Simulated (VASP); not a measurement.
SiNi: single point with r2SCAN

Crystal: SiNi.

```
Ni Si
1.0
     2.94277    0.00000    0.00000
     0.00000    3.28033    0.00000
     0.00000    0.00000    4.67745
Ni Si
2 2
Direct
  0.50000 0.50000 0.34250
  0.00000 0.00000 0.65750
  0.50000 0.50000 0.84314
  0.00000 0.00000 0.15686
```

```yaml
Program: VASP 6.6.1
Task: single point
Functional: r2SCAN
Potentials_or_basis: VASP PAW PBE potentials, release 64 (Ni, Si)
Cutoff: 520 eV
k_mesh: 9 × 8 × 6
Occupations: fermi-dirac, width 0.05 eV
Spin: collinear spin, ferromagnetic start
Starting_moments: "[1.0, 1.0, 0.0, 0.0] μB"
```

```
Pressure                                              : 0.5 GPa
Largest force                                         : 0.038 eV/Å
Band gap on the k mesh                                : zero (filled and empty bands overlap)
Net moment                                            : 0.00 μB per cell
Valence electrons inside the program's atomic spheres : Ni 9.64; Si 1.62
```

Forces on the atoms (eV/Å):
```
Ni   0.000  0.000  0.038
Ni   0.000  0.000 -0.038
Si   0.000  0.000 -0.009
Si   0.000  0.000  0.009
```

Stress tensor (GPa, compression positive):
```
 0.79  0.00  0.00
 0.00  1.29  0.00
 0.00  0.00 -0.44
```

Levels at points of the mesh, in eV from the Fermi level:
Spin up:
| k point | band 11 | band 12 | band 13 | band 14 | band 15 | band 16 | band 17 | band 18 |
| --- | --- | --- | --- | --- | --- | --- | --- | --- |
| (0.00, 0.00, 0.00) | -2.46 | -2.13 | -2.08 | -1.46 | 1.34 | 3.01 | 5.47 | 5.92 |
| (0.00, 0.50, 0.00) | -2.37 | -2.37 | -2.37 | -2.37 | 1.27 | 1.27 | 5.31 | 5.31 |
| (0.00, 0.00, 0.50) | -2.83 | -2.13 | 1.11 | 1.68 | 2.16 | 2.69 | 3.07 | 3.73 |
| (0.00, 0.50, 0.50) | -2.22 | -2.22 | -2.13 | -2.13 | 5.50 | 5.50 | 5.76 | 5.76 |
Spin down:
| k point | band 11 | band 12 | band 13 | band 14 | band 15 | band 16 | band 17 | band 18 |
| --- | --- | --- | --- | --- | --- | --- | --- | --- |
| (0.00, 0.00, 0.00) | -2.46 | -2.13 | -2.08 | -1.46 | 1.34 | 3.01 | 5.47 | 5.92 |
| (0.00, 0.50, 0.00) | -2.37 | -2.37 | -2.37 | -2.37 | 1.27 | 1.27 | 5.31 | 5.31 |
| (0.00, 0.00, 0.50) | -2.83 | -2.13 | 1.11 | 1.68 | 2.16 | 2.69 | 3.07 | 3.73 |
| (0.00, 0.50, 0.50) | -2.22 | -2.22 | -2.13 | -2.13 | 5.50 | 5.50 | 5.76 | 5.76 |

Wall time 9.3 min on 1 thread of Intel(R) Xeon(R) Platinum 8488C (Sapphire Rapids), with other jobs on the host, peak memory 0.29 GiB.

Caveat: the moments typed at the start vanished in this run; the PAW data sets were made with another functional, which shifts forces and pressure a little.
